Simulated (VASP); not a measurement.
A run of VASP 6.6.1 is set up as follows.

The input INCAR:

```
PREC = Accurate ; ENCUT = 520
EDIFF = 1E-7 ; ISMEAR = 0
SIGMA = 0.02 ; LREAL = Auto
LASPH = True ; NELM = 60
ALGO = Normal ; ISIF = 2
LWAVE = False ; LCHARG = False
GGA = PE ; IVDW = 12
NBANDS = 69
```

Contents of KPOINTS:

```
regular mesh
0
Gamma
  2 2 1
```

POSCAR

```
H9C20Cl
1.0
    5.0487420000      0.0000000000      0.0000000000
    0.0000000000      5.0487420000      0.0000000000
    0.0000000000      0.0000000000     16.1647000000
H C Cl
9 20 1
Direct
    0.4277867635      0.0000000000      0.0618631957
    0.0722132365      0.0000000000      0.0618631957
    0.9277867635      0.0000000000      0.0618631957
    0.5722132365      0.0000000000      0.0618631957
    0.4277867635      0.5000000000      0.0618631957
    0.0722132365      0.5000000000      0.0618631957
    0.9277867635      0.5000000000      0.0618631957
    0.5722132365      0.5000000000      0.0618631957
    0.2514162934      0.3261757087      0.3868573497
    0.2500000990      0.0000000000      0.1011277661
    0.7500000990      0.0000000000      0.1011277661
    0.2500000990      0.5000000000      0.1011277661
    0.7500000990      0.5000000000      0.1011277661
    0.2500000990      0.2500000990      0.1563406682
    0.7500000990      0.2500000990      0.1563406682
    0.2500000990      0.7500000990      0.1563406682
    0.7500000990      0.7500000990      0.1563406682
    0.0030831443      0.2480047505      0.2064808502
    0.4969630058      0.2479782092      0.2064514034
   -0.0005456805      0.7456817956      0.2169873861
    0.5004995304      0.7456576311      0.2169717966
   -0.0008338711      0.0074067956      0.2675363601
    0.5007429574      0.0074365060      0.2675170588
    0.0024915117      0.4761950601      0.2706959610
    0.4974593671      0.4760853298      0.2706336029
    0.2499179003      0.0708663663      0.3112490179
    0.7499381034      0.1070207192      0.3110555717
    0.2499517702      0.3790431359      0.3196351309
    0.7499341420      0.3818363069      0.3108721473
    0.2500739788      0.8196053591      0.4220411143
```

Potentials or basis: VASP PAW PBE potentials, release 64 (H, C, Cl).

Run with:

```bash
$ cat potpaw_PBE.64/H/POTCAR potpaw_PBE.64/C/POTCAR potpaw_PBE.64/Cl/POTCAR > POTCAR
$ mpirun -np 1 vasp_std > vasp.out
```

Task: Predict the band gap on the k mesh.

Result: 1.06 eV, direct.

Task: Predict the largest force.

Result: 8.968 eV/Å.

Task: What does it give for the dispersion energy per atom?

Result: -0.113 eV.

Forces on the atoms (eV/Å):
```
H   -8.967 -0.068  0.088
H    8.967 -0.069  0.088
H   -8.943 -0.064  0.104
H    8.943 -0.063  0.105
H   -8.955  0.047  0.089
H    8.955  0.047  0.088
H   -8.953  0.020  0.086
H    8.953  0.020  0.086
H   -0.025  2.687  0.211
C   -0.002 -0.184  0.991
C    0.002 -0.161  1.120
C   -0.002  0.210  0.965
C    0.001  0.164  0.993
C    0.001 -0.014 -3.718
C    0.006 -0.110 -2.916
C   -0.002 -0.387  0.995
C   -0.002 -0.781  0.905
C    0.060 -0.064  0.051
C   -0.069 -0.066  0.054
C   -0.021 -0.145 -0.056
C    0.023 -0.144 -0.054
C   -0.011 -0.348 -0.207
C    0.008 -0.353 -0.205
C    0.111 -0.232  0.165
C   -0.121 -0.221  0.162
C    0.003 -1.246  0.041
C    0.001 -0.257  0.000
C    0.039 -0.540  0.944
C    0.002 -0.135 -0.026
Cl  -0.002  2.457 -1.147
```

Caveat: the k points lie up to 0.62 Å⁻¹ apart.
